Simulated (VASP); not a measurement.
# GaP (ordered beta-tin type) (I-4m2) in VASP: a series of runs

The runs below take GaP (ordered beta-tin type) through single point, relaxation of cell and atoms, with PBE.

Everything below comes from runs of VASP 6.6.1. Logs are shortened: lines on timing, memory, paths and dates and some standing lists are left out, and cuts for length are marked.

### Step 1. The cell of the first run

The structure is tetragonal, space group I-4m2 (No. 119). Conventional cell: a = 4.596 Å, b = 4.596 Å, c = 2.525 Å, α = 90.00°, β = 90.00°, γ = 90.00°. Ga (site symmetry -4m2) has 8 P at 2.38 to 2.98 Å and 2 Ga at 2.53 Å within 3.1 Å. Within 3.1 Å of P (site symmetry -4m2) lie 8 Ga at 2.38 to 2.98 Å and 2 P at 2.53 Å.

### Step 2. Single point, PBE

The input, INCAR:

```
PREC     = Accurate       # precision mode
ENCUT    = 520            # plane-wave cutoff, eV
EDIFF    = 1E-6           # SCF threshold, eV
ISMEAR   = 0              # smearing method
SIGMA    = 0.1            # smearing width, eV
LREAL    = F              # projectors in reciprocal space
LASPH    = T              # aspherical terms in the spheres
NELM     = 60             # most SCF steps
ALGO     = Normal         # electronic algorithm
ISIF     = 2              # what is computed and relaxed
LWAVE    = F              # write WAVECAR
LCHARG   = F              # write CHGCAR
GGA      = PE             # functional
NBANDS   = 16             # bands
```

The input, KPOINTS:

```
Automatic mesh
0
Gamma
  16 16 16
```

The input, POSCAR:

```
GaP
1.0
   -2.2978711424      2.2978711424      1.2627461864
    2.2978711424     -2.2978711424      1.2627461864
    2.2978711424      2.2978711424     -1.2627461864
Ga P
1 1
Direct
    0.0000000000      0.0000000000      0.0000000000
    0.7500000000      0.2500000000      0.5000000000
```

Potentials or basis: VASP PAW PBE potentials, release 64 (Ga_d, P).

Launch:

```
$ cat potpaw_PBE.64/Ga_d/POTCAR potpaw_PBE.64/P/POTCAR > POTCAR
$ mpirun -np 1 vasp_std > vasp.out
```

OUTCAR:

```text
PREC = Accurate
   ENCUT = 520
   EDIFF = 1E-6
   ISMEAR = 0
   LREAL = F
   LASPH = T
   NELM = 60
   ISIF = 2
   GGA = PE

 ion  position               nearest neighbor table
   1  0.000  0.000  0.000-   2 2.38   2 2.38   2 2.38   2 2.38
   2  0.750  0.250  0.500-   1 2.38   1 2.38   1 2.38   1 2.38

  LATTYP: Found a body centered tetragonal cell.
 ALAT       =     4.5957422848
 C/A-ratio  =     0.5495287195

  Lattice vectors:

 A1 = (  -2.2978711424,   2.2978711424,   1.2627461864)
 A2 = (   2.2978711424,  -2.2978711424,   1.2627461864)
 A3 = (   2.2978711424,   2.2978711424,  -1.2627461864)

Analysis of symmetry for initial positions (statically):
=====================================================================
 Subroutine PRICEL returns:
 Original cell was already a primitive cell.

 Routine SETGRP: Setting up the symmetry group for a
 body centered tetragonal supercell.

 Subroutine GETGRP returns: Found  8 space group operations
 (whereof  8 operations were pure point group operations)
 out of a pool of 16 trial point group operations.

The static configuration has the point symmetry D_2d.

Analysis of symmetry for dynamics (positions and initial velocities):
=====================================================================
 Subroutine PRICEL returns:
 Original cell was already a primitive cell.

 Routine SETGRP: Setting up the symmetry group for a
 body centered tetragonal supercell.

 Subroutine GETGRP returns: Found  8 space group operations
 (whereof  8 operations were pure point group operations)
 out of a pool of 16 trial point group operations.

The dynamic configuration has the point symmetry D_2d.

 Subroutine INISYM returns: Found  8 space group operations
 (whereof  8 operations are pure point group operations),
 and found     1 'primitive' translations

----------------------------------------------------------------------------------------

                                     Primitive cell

  volume of cell :      26.6703

  direct lattice vectors                    reciprocal lattice vectors
    -2.297871142  2.297871142  1.262746186     0.000000000  0.217592706  0.395962392
     2.297871142 -2.297871142  1.262746186     0.217592706  0.000000000  0.395962392
     2.297871142  2.297871142 -1.262746186     0.217592706  0.217592706  0.000000000

  length of vectors
     3.486395202  3.486395202  3.486395202     0.451810581  0.451810581  0.307722556

  position of ions in fractional coordinates (direct lattice)
     0.000000000  0.000000000  0.000000000
     0.750000000  0.250000000  0.500000000

  ion indices of the primitive-cell ions
   primitive index   ion index
                 1           1
                 2           2

----------------------------------------------------------------------------------------

 KPOINTS: Automatic mesh

Automatic generation of k-mesh.
 Grid dimensions read from file:
 generate k-points for:   16   16   16

 Generating k-lattice:

  Cartesian coordinates                     Fractional coordinates (reciprocal lattice)
     0.000000000  0.013599544  0.024747649     0.062500000  0.000000000  0.000000000
     0.013599544  0.000000000  0.024747649     0.000000000  0.062500000  0.000000000
     0.013599544  0.013599544  0.000000000     0.000000000  0.000000000  0.062500000

  Length of vectors
     0.028238161  0.028238161  0.019232660

  Shift w.r.t. Gamma in fractional coordinates (k-lattice)
     0.000000000  0.000000000  0.000000000

 Subroutine IBZKPT returns following result:
 ===========================================

 Found    349 irreducible k-points:

 Following reciprocal coordinates:
            Coordinates               Weight
  0.000000  0.000000  0.000000      1.000000
  0.062500  0.000000  0.000000      8.000000
  0.125000  0.000000  0.000000      8.000000
  0.187500  0.000000 -0.000000      8.000000
  0.250000  0.000000  0.000000      8.000000
  0.312500  0.000000  0.000000      8.000000
[... 16 lines left out ...]
 -0.125000  0.062500  0.000000     16.000000
 -0.062500  0.062500  0.000000      4.000000
 [... further k-points ...]
   k-points           NKPTS =    349   k-points in BZ     NKDIM =    349   number of bands    NBANDS=     16
   number of dos      NEDOS =    301   number of ions     NIONS =      2
   total plane-waves  NPLWV =  21952
   dimension x,y,z NGX =    28 NGY =   28 NGZ =   28
   dimension x,y,z NGXF=    56 NGYF=   56 NGZF=   56
   ions per type =               1   1
   NGX,Y,Z   is equivalent  to a cutoff of  13.35, 13.35, 13.35 a.u.
   NGXF,Y,Z  is equivalent  to a cutoff of  26.70, 26.70, 26.70 a.u.
 SYSTEM =  unknown system
   PREC   = accura    normal or accurate (medium, high low for compatibility)
   ISTART =      0    job   : 0-new  1-cont  2-samecut
   ICHARG =      2    charge: 1-file 2-atom 10-const
   ISPIN  =      1    spin polarized calculation?
   LNONCOLLINEAR =      F non collinear calculations
   LSORBIT =      F    spin-orbit coupling
   LASPH  =      T    aspherical Exc in radial PAW
   ENCUT  =  520.0 eV  38.22 Ry    6.18 a.u.   6.48  6.48  6.48*2*pi/ulx,y,z
   NELM   =     60;   NELMIN=  2; NELMDL= -5     # of ELM steps
   EDIFF  = 0.1E-05   stopping-criterion for ELM
   LREAL  =      F    real-space projection
   EDIFFG = 0.1E-04   stopping-criterion for IOM
   NSW    =      0    number of steps for IOM
   IBRION =     -1    ionic relax: 0-MD 1-quasi-New 2-CG
   NFREE  =      0    steps in history (QN), initial steepest desc. (CG)
   ISIF   =      2    stress and relaxation
   ISYM   =      2    0-nonsym 1-usesym 2-fastsym
   POTIM  = 0.5000    time-step for ionic-motion
   TEBEG  =    0.0;   TEEND  =   0.0 temperature during run
   PSTRESS=    0.0 pullay stress
   NELECT =      18.0000    total number of electrons
   NUPDOWN=      -1.0000    fix difference up-down
   EMIN   =  10.00;   EMAX   =-10.00  energy-range for DOS
   EFERMI =   0.00;   METHOD = LEGACY
   ISMEAR =     0;   SIGMA  =   0.10  broadening in eV -4-tet -1-fermi 0-gaus
   EFERMI_NEDOS =   21; number of points for ismear=-14 and -15
   IALGO  =     38    algorithm
   IMIX   =      4    mixing-type and parameters
     AMIX     =   0.40;   BMIX     =  1.00
     AMIX_MAG =   1.60;   BMIX_MAG =  1.00
  volume/ion in A,a.u.               =      13.34        89.99
  Fermi-wavevector in a.u.,A,eV,Ry     =   1.436007  2.713660 28.056790  2.062116
  Thomas-Fermi vector in A             =   2.555243
   LORBIT       =      0    0 simple, 1 ext, 2 COOP (PROOUT), +10 PAW based schemes
   GGA     = PE    functional components
   LHFCALC =     F    Hartree Fock is set to
   AEXX    =    0.0000 exact exchange contribution
   IVDW    =     0    specifies the selected vdW correction
   LEPSILON=     F    determine dielectric tensor
   LRPA    =     F    only Hartree local field effects (RPA)
 non-spin polarized calculation
 Gauss-broadening in eV      SIGMA  =   0.10
  energy-cutoff  :      520.00
  volume of cell :       26.67
 maximum number of plane-waves:       741
 NGX is ok and might be reduce to    28
   NGX = 13   NGY = 13   NGZ = 13

 number of electron      17.9999996 magnetization

 Free energy of the ion-electron system (eV)
  ---------------------------------------------------
  ext. energy  EPLUGINS =         0.00000000
  ---------------------------------------------------
  free energy    TOTEN  =        -7.64217615 eV

  energy without entropy =       -7.64017652  energy(sigma->0) =       -7.64117633

 E-fermi :  10.1546     XC(G=0): -12.2707

 val. band max:       10.1340287784   @ k =  -0.1875  -0.2500   0.1250
 cond. band min:      10.1604824381   @ k =  -0.1875   0.3750   0.1250
 fundamental gap:      0.0264536596
 Fermi energy:        10.1546082249

 k-point     1 :       0.0000    0.0000    0.0000
  band No.  band energies     occupation
      1      -5.9954      2.00000
      2      -5.5472      2.00000
      3      -5.2941      2.00000
      4      -5.2375      2.00000
      5      -5.0441      2.00000
      6      -5.0441      2.00000
[... 8 lines left out ...]
     15      21.1879      0.00000
     16      24.3532      0.00000

 k-point     2 :       0.0625    0.0000    0.0000
  band No.  band energies     occupation
      1      -5.9123      2.00000
      2      -5.4918      2.00000
      3      -5.2885      2.00000
      4      -5.2370      2.00000
      5      -5.0579      2.00000
      6      -5.0572      2.00000
[... 8 lines left out ...]
     15      22.1741      0.00000
     16      23.2473      0.00000

 k-point     3 :       0.1250    0.0000    0.0000
  band No.  band energies     occupation
      1      -5.7242      2.00000
      2      -5.3079      2.00000
      3      -5.2731      2.00000
      4      -5.2121      2.00000
      5      -5.0965      2.00000
      6      -5.0773      2.00000
[... 8 lines left out ...]
     15      21.5173      0.00000
     16      22.6085      0.00000

 k-point     4 :       0.1875    0.0000   -0.0000
  band No.  band energies     occupation
      1      -5.5532      2.00000
      2      -5.2629      2.00000
      3      -5.2548      2.00000
      4      -5.1724      2.00000
      5      -5.1491      2.00000
      6      -4.7097      2.00000
[... 8 lines left out ...]
     15      20.5903      0.00000
     16      22.7840      0.00000
[... 324 lines left out ...]
 k-point    22 :      -0.1875    0.0625    0.0000
  band No.  band energies     occupation
      1      -5.6631      2.00000
      2      -5.3013      2.00000
      3      -5.2668      2.00000
      4      -5.1905      2.00000
      5      -5.0952      2.00000
      6      -5.0232      2.00000
[... 8 lines left out ...]
     15      21.7372      0.00000
     16      22.8721      0.00000

 k-point    23 :      -0.1250    0.0625    0.0000
  band No.  band energies     occupation
      1      -5.8358      2.00000
      2      -5.4730      2.00000
      3      -5.2831      2.00000
      4      -5.2427      2.00000
      5      -5.0573      2.00000
      6      -5.0520      2.00000
[... 8 lines left out ...]
     15      22.5538      0.00000
     16      22.8671      0.00000

 k-point    24 :      -0.0625    0.0625    0.0000
  band No.  band energies     occupation
      1      -5.9512      2.00000
      2      -5.5417      2.00000
      3      -5.2913      2.00000
      4      -5.2413      2.00000
      5      -5.0437      2.00000
      6      -5.0428      2.00000
[... 8 lines left out ...]
     15      22.1213      0.00000
     16      24.2721      0.00000

 [... further k-points ...]
[... 5 lines left out ...]
  --------------------------------------------------------------------------------------
  -------------------------------------------------------------------------------------
  Total        5.1136968      5.1136968      5.1097891      0.0000000      0.0000000      0.0000000
  in kB      307.1978416    307.1978416    306.9630916      0.0000000      0.0000000      0.0000000
  external PRESSURE =     307.1195916 kB  Pullay stress =       0.0000000 kB

 VOLUME and BASIS-vectors are now :
 -----------------------------------------------------------------------------
  energy-cutoff  :      520.00
  volume of cell :       26.67
      direct lattice vectors                 reciprocal lattice vectors
    -2.297871142  2.297871142  1.262746186     0.000000000  0.217592706  0.395962392
     2.297871142 -2.297871142  1.262746186     0.217592706  0.000000000  0.395962392
     2.297871142  2.297871142 -1.262746186     0.217592706  0.217592706  0.000000000

 POSITION                                       TOTAL-FORCE (eV/Angst)
 -----------------------------------------------------------------------------------
      0.00000      0.00000      0.00000        -0.000000      0.000000      0.000000
      0.00000      2.29787      0.63137         0.000000     -0.000000     -0.000000
 -----------------------------------------------------------------------------------
    total drift:                                0.000001     -0.000001     -0.000000

  FREE ENERGIE OF THE ION-ELECTRON SYSTEM (eV)
  ---------------------------------------------------
  free  energy   TOTEN  =        -7.6421761469 eV

  energy  without entropy=       -7.6401765190  energy(sigma->0) =       -7.64117633
```

Run time: 63 s. Hardware: 1 thread of Intel Xeon 6975P-C (Granite Rapids), shared host; peak memory 0.27 GiB.

What came out:

| Item | Value |
| --- | --- |
| Free energy | -7.6422 eV |
| Pressure | 30.7 GPa |
| Band gap on the k mesh | zero (band 9 reaches 12.37 eV, above the bottom of band 10 at 5.73 eV) |

Levels at points of the mesh, in eV from the Fermi level:
| k point | band 7 | band 8 | band 9 | band 10 | band 11 | band 12 |
| --- | --- | --- | --- | --- | --- | --- |
| (0.00, 0.00, 0.00) | -3.48 | -3.48 | -2.25 | 2.53 | 6.55 | 10.24 |
| (0.50, 0.00, 0.00) | -7.79 | -2.92 | -2.39 | -1.31 | 1.82 | 4.97 |
| (0.50, 0.50, 0.00) | -11.09 | -1.03 | 1.88 | 2.19 | 3.80 | 5.79 |
| (0.50, 0.50, 0.50) | -7.98 | -7.98 | -7.31 | 5.01 | 6.93 | 13.69 |

### Step 3. Relaxation of cell and atoms, PBE, target pressure 30.7 GPa, at which the enthalpy is minimised

This run uses another cell than the first one, of 14.38 Å³/atom, 1.079 times its volume.

The input, INCAR:

```
ALGO     = Normal         # electronic algorithm
EDIFF    = 1E-6           # SCF threshold, eV
EDIFFG   = -0.005         # ionic threshold
ENCUT    = 600            # plane-wave cutoff, eV
GGA      = PE             # functional
IBRION   = 2              # ionic algorithm
ISIF     = 3              # what is computed and relaxed
ISMEAR   = 0              # smearing method
LASPH    = True           # aspherical terms in the spheres
LCHARG   = False          # write CHGCAR
LREAL    = False          # projectors in reciprocal space
LWAVE    = False          # write WAVECAR
NELM     = 100            # most SCF steps
NSW      = 80             # ionic steps
PREC     = Accurate       # precision mode
PSTRESS  = 307.0        
SIGMA    = 0.1            # smearing width, eV
```

The input, KPOINTS:

```
k-points
0
Gamma
  16 16 16
```

The input, POSCAR:

```
GaP
1.0
   -2.3750000000      2.3750000000      1.2750000000
    2.3750000000     -2.3750000000      1.2750000000
    2.3750000000      2.3750000000     -1.2750000000
Ga P
1 1
Direct
    0.0000000000      0.0000000000      0.0000000000
    0.7500000000      0.2500000000      0.5000000000
```

Potentials or basis: VASP PAW PBE potentials, release 64 (Ga_d, P).

Launch:

```
$ cat potpaw_PBE.64/Ga_d/POTCAR potpaw_PBE.64/P/POTCAR > POTCAR
$ mpirun -np 1 vasp_std > vasp.out
```

OUTCAR:

```text
EDIFF = 1E-6
   EDIFFG = -0.005
   ENCUT = 600
   GGA = PE
   IBRION = 2
   ISIF = 3
   ISMEAR = 0
   LASPH = True
   LREAL = False
   NELM = 100
   NSW = 80
   PREC = Accurate
   PSTRESS = 307.0

 ion  position               nearest neighbor table
   1  0.000  0.000  0.000-   2 2.46   2 2.46   2 2.46   2 2.46
   2  0.750  0.250  0.500-   1 2.46   1 2.46   1 2.46   1 2.46

  LATTYP: Found a body centered tetragonal cell.
 ALAT       =     4.7500000000
 C/A-ratio  =     0.5368421053

  Lattice vectors:

 A1 = (  -2.3750000000,   2.3750000000,   1.2750000000)
 A2 = (   2.3750000000,  -2.3750000000,   1.2750000000)
 A3 = (   2.3750000000,   2.3750000000,  -1.2750000000)

Analysis of symmetry for initial positions (statically):
=====================================================================
 Subroutine PRICEL returns:
 Original cell was already a primitive cell.

 Routine SETGRP: Setting up the symmetry group for a
 body centered tetragonal supercell.

 Subroutine GETGRP returns: Found  8 space group operations
 (whereof  8 operations were pure point group operations)
 out of a pool of 16 trial point group operations.

The static configuration has the point symmetry D_2d.

Analysis of symmetry for dynamics (positions and initial velocities):
=====================================================================
 Subroutine PRICEL returns:
 Original cell was already a primitive cell.

[... 150 lines left out ...]

 Free energy of the ion-electron system (eV)
  ---------------------------------------------------
  ext. energy  EPLUGINS =         0.00000000
  ---------------------------------------------------
  free energy    TOTEN  =        -7.94268142 eV

  energy without entropy =       -7.94012420  energy(sigma->0) =       -7.94140281

 E-fermi :   9.0914     XC(G=0): -11.8874

 val. band max:        9.0850606336   @ k =  -0.2500   0.2500   0.2500
 cond. band min:       9.0927365616   @ k =  -0.1875  -0.2500   0.1875
 fundamental gap:      0.0076759280
 Fermi energy:         9.0913760355

 k-point     1 :       0.0000    0.0000    0.0000
  band No.  band energies     occupation
      1      -6.5618      2.00000
      2      -6.1737      2.00000
      3      -6.1454      2.00000
      4      -6.1338      2.00000
      5      -5.9606      2.00000
      6      -5.9606      2.00000
      7       5.7471      2.00000
      8       5.7471      2.00000
      9       6.2597      2.00000
     10      11.7923      0.00000
     11      15.5079      0.00000
     12      18.4677      0.00000
     13      18.4677      0.00000
[... 595 lines left out ...]
--------------------------------------- Ionic step        7  -------------------------------------------

 number of electron      18.0000001 magnetization

 Free energy of the ion-electron system (eV)
  ---------------------------------------------------
  ext. energy  EPLUGINS =         0.00000000
  ---------------------------------------------------
  free energy    TOTEN  =        -7.64289049 eV

  energy without entropy =       -7.64089163  energy(sigma->0) =       -7.64189106

 E-fermi :  10.1545     XC(G=0): -12.2705

 val. band max:       10.1335297737   @ k =  -0.1875  -0.2500   0.1250
 cond. band min:      10.1629732348   @ k =  -0.1875   0.3750   0.1250
 fundamental gap:      0.0294434611
 Fermi energy:        10.1545050990

 k-point     1 :       0.0000    0.0000    0.0000
  band No.  band energies     occupation
      1      -5.9956      2.00000
      2      -5.5487      2.00000
      3      -5.2951      2.00000
      4      -5.2386      2.00000
      5      -5.0449      2.00000
      6      -5.0449      2.00000
      7       6.6685      2.00000
      8       6.6685      2.00000
      9       7.9008      2.00000
     10      12.6859      0.00000
     11      16.7065      0.00000
     12      20.3869      0.00000
     13      20.3869      0.00000
[... 401 lines left out ...]
  energy  without entropy=       -7.6408916274  energy(sigma->0) =       -7.64189106

  enthalpy is  TOTEN    =        -2.5323793143 eV   P V=        5.1105111774

 reached required accuracy - stopping structural energy minimisation
```

Run time: 5 min. Hardware: 1 thread of Intel Xeon 6975P-C (Granite Rapids), shared host; peak memory 0.32 GiB.

What came out:

| Item | Value |
| --- | --- |
| Free energy | -7.6429 eV |
| Relaxed volume | 13.34 Å³/atom |
| Relaxed cell | a = 3.487 Å, b = 3.487 Å, c = 3.487 Å, α = 97.53°, β = 97.53°, γ = 137.54° |
| Space group after relaxing (to 0.05 Å) | I-4m2 (No. 119) |
| Energy change on relaxing (the enthalpy is what falls) | +149.9 meV/atom |
| Ionic steps | 7 |
| Pressure after relaxing | 30.7 GPa |
| Band gap on the k mesh | zero (band 9 reaches 12.36 eV, above the bottom of band 10 at 5.73 eV) |

Step by step:
```tsv
step	energy change (eV)	largest force (eV/Å)	pressure (GPa)	volume (Å³)
1	0.0000	0.0000	16.92	28.77
2	1.0482	0.0000	58.87	23.92
3	0.2990	0.0000	30.51	26.69
4	0.3072	0.0000	30.93	26.64
5	0.3016	0.0000	30.82	26.66
6	0.2992	0.0000	30.76	26.67
7	0.2998	0.0000	30.70	26.67
```

Final structure:
```yaml
crystal:
  lattice:
    - [-2.29811, 2.29811, 1.26251]
    - [2.29811, -2.29811, 1.26251]
    - [2.29811, 2.29811, -1.26251]
  atoms:
    - { symbol: Ga, position: [0.00000, 0.00000, 0.00000] }
    - { symbol: P, position: [0.75000, 0.25000, 0.50000] }
```

Caveat: the cell is relaxed towards a set pressure, so the enthalpy falls and the energy may rise.
